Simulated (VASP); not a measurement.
Input of a VASP 6.6.1 run:

Contents of INCAR:

```
PREC = Accurate
ENCUT = 600
EDIFF = 1E-6
ISMEAR = -1
SIGMA = 0.1
LREAL = False
LASPH = True
NELM = 80
ALGO = Normal
ISIF = 3
LWAVE = False
LCHARG = False
GGA = PE
IBRION = 2
NSW = 80
EDIFFG = -0.01
```

The input KPOINTS:

```
Automatic mesh
0
Gamma
  8 8 8
```

File POSCAR:

```
Sr
1.0
    3.9327266275      0.0000000000      0.0000000000
    0.0000000000      3.9327266275      0.0000000000
    0.0000000000      0.0000000000      3.9327266275
Sr
1
Direct
    0.0000000000      0.0000000000      0.0000000000
```

Potentials or basis: VASP PAW PBE potentials, release 64 (Sr_sv).

Run with:

```console
$ cat potpaw_PBE.64/Sr_sv/POTCAR > POTCAR
$ mpirun -np 1 vasp_std > vasp.out
```

(1) Predict the space group after relaxing (to 0.05 Å).

(2) Estimate the relaxed volume.

(3) Estimate the band gap on the k mesh.

(4) Predict the relaxed cell.

Answers

(1) Pm-3m (No. 221).

(2) 57.92 Å³/atom.

(3) zero (band 5 reaches 1.83 eV, above the bottom of band 6 at 0.98 eV).

(4) a = 3.869 Å, b = 3.869 Å, c = 3.869 Å, α = 90.00°, β = 90.00°, γ = 90.00°.
